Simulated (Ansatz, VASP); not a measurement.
**Cu: VASP beside Ansatz**

```
CELL_PARAMETERS angstrom
-1.28609 1.28581 1.81813
1.28609 -1.28581 1.81813
1.28609 1.28581 -1.81813
ATOMIC_POSITIONS crystal
Cu 0.50000 0.50000 0.00000
```

Alike in both runs: task relaxation of cell and atoms; functional PBE; k mesh 22 × 22 × 22; occupations gaussian, width 0.1 eV; no spin polarisation.

|  | VASP | Ansatz |
| --- | --- | --- |
| version | VASP 6.6.1 | Ansatz 0.2.0 |
| potentials or method | VASP PAW PBE potentials, release 64 (Cu), cutoff 600 eV | scalar-relativistic, plane waves, PAW |
| valence electrons in the cell | 11 | 19 |

|  | VASP | Ansatz | Ansatz less VASP |
| --- | --- | --- | --- |
| gap on the k mesh at the Fermi level, each at its own relaxed structure (eV) | none | none | - |
| relaxed volume (Å³/atom) | 12.03 | 11.95 | -0.073 |
| relaxed cell length with the largest relative difference (Å) | 2.572 | 2.566 | -0.0051 |

A gap of «none» marks a metal or a gap that the smearing closes. VASP's potentials hold 11 valence electrons a cell and Ansatz's 19, so a difference there can come from the potentials and not from the codes.

Noted on VASP's run: the relaxation stopped at its first step, so nothing moved.
